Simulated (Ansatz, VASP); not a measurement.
# Be in VASP and in Ansatz

```
Be
1.0
     2.26589    0.00000    0.00000
    -1.13294    1.96232    0.00000
     0.00000    0.00000    3.55816
Be
2
Direct
  0.33333 0.66667 0.75000
  0.66667 0.33333 0.25000
```

Alike in both runs: functional PBE; k mesh 16 × 16 × 10; occupations gaussian, width 0.05 eV; no spin polarisation.

Ansatz relaxed the structure, and its values are those at the end. VASP's run is a single point on that final structure, the one shown.

```csv
,VASP,Ansatz
version,VASP 6.6.1,Ansatz 0.2.0
potentials or method,"VASP PAW PBE potentials, release 64 (Be), cutoff 520 eV","scalar-relativistic, plane waves, PAW"
valence electrons in the cell,4,4
```

```tsv
	VASP	Ansatz	Ansatz less VASP
gap on the k mesh at the Fermi level (eV)	none	none	-
pressure (GPa)	0.1	0.0	-0.16
```

A gap of «none» marks a metal or a gap that the smearing closes.
